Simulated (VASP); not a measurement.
The system is GaN (vib).

```
Ga N
1.0
     0.00000    2.13524    2.13524
     2.13524    0.00000    2.13524
     2.13524    2.13524    0.00000
Ga N
1 1
Cartesian
  0.0000 0.0000 0.0000
  2.1352 2.1352 2.1352
```

| Quantity | Value |
| --- | --- |
| Program | VASP 6.6.1 |
| Task | relaxation of cell and atoms |
| Functional | LDA |
| Potentials or basis | VASP PAW LDA potentials, release 64 (Ga_d, N) |
| Cutoff | 600 eV |
| k mesh | 8 × 8 × 8 |
| Occupations | gaussian, width 0.1 eV |
| Spin | no spin polarisation |

At the start: pressure -12.7 GPa; volume 9.74 Å³/atom.

Question: Where does the relaxation end?

Answer: Over 3 steps the energy falls by 23.2 meV/atom and the volume is 9.19 Å³/atom (-5.6 %); space group Fm-3m (No. 225, to 0.05 Å).

Step by step:
```csv
step,energy change (eV),largest force (eV/Å),pressure (GPa),volume (Å³)
1,0.0000,0.0000,-12.68,19.47
2,-0.0008,0.0000,15.58,17.38
3,-0.0464,0.0000,-0.16,18.37
```

Final structure:
```xyz
2
Lattice="0.0000 2.0944 2.0944 2.0944 0.0000 2.0944 2.0944 2.0944 0.0000" Properties=species:S:1:pos:R:3 pbc="T T T"
Ga    0.0000    0.0000    0.0000
N     2.0944    2.0944    2.0944
```
